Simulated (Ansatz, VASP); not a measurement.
One calculation of Ru, two programs

File POSCAR:

```
Ru
1.0
    0.0000000000      1.8676267145      1.8676267145
    1.8676267145      0.0000000000      1.8676267145
    1.8676267145      1.8676267145      0.0000000000
Ru
1
Direct
    0.0000000000      0.0000000000      0.0000000000
```

Contents of INCAR.step1:

```
ALGO = Normal ; EDIFF = 1E-5
ENCUT = 660 ; GGA = PE
GGA_COMPAT = False ; ISMEAR = -1
LASPH = True ; LCHARG = False
LREAL = False ; LWAVE = True
NBANDS = 14 ; NELM = 120
PREC = Accurate ; SIGMA = 0.1
```

File INCAR.step2:

```
ALGO = Normal ; EDIFF = 1E-6
ENCUT = 660 ; GGA_COMPAT = False
ISIF = 2 ; ISMEAR = -1
ISTART = 1 ; LASPH = True
LCHARG = True ; LELF = True
LMIXTAU = True ; LREAL = False
LVHAR = True ; LWAVE = False
METAGGA = R2SCAN ; NBANDS = 14
NELM = 120 ; PREC = Accurate
SIGMA = 0.1
```

The input KPOINTS:

```
k-points
0
Gamma
  16 16 16
```

Input for Ansatz:

```yaml
crystal:
  lattice:
    - [0.0, 1.8676267145, 1.8676267145]
    - [1.8676267145, 0.0, 1.8676267145]
    - [1.8676267145, 1.8676267145, 0.0]
  atoms:
    - { symbol: Ru, position: [0.0, 0.0, 0.0] }
hamiltonian:
  xc: r2scan
  pseudopotentials:
    kind: paw
    azcp:
      Ru: "pseudopotentials/Ru.paw.azcp"
basis:
  ecutwfc: 500
  fft_grid_basis: typed
kpoints:
  mp_grid: { grid: [16, 16, 16], shift: [0, 0, 0] }
magnetization:
  spin_polarized: false
scf:
  occupations: { method: fermi_dirac, width: 0.1 }
  lower_state_search: "off"
output:
  stress: true
  write_density: true
  write_potential: true
  elf: true
  volumetric_format: npy
```

Alike in both runs: task single point; functional r2SCAN; k mesh 16 × 16 × 16; occupations fermi-dirac, width 0.1 eV; no spin polarisation.

```csv
,VASP,Ansatz
version,VASP 6.6.1,Ansatz 0.2.0
potentials or method,"VASP PAW PBE potentials, release 64 (Ru_sv), cutoff 660 eV","plane waves (500 eV) with PAW, scalar-relativistic"
valence electrons in the cell,16,16
```

```tsv
	VASP	Ansatz	Ansatz less VASP
pressure (GPa)	14.9	14.7	-0.21
```

VASP's potentials were made for PBE, not for r2SCAN.
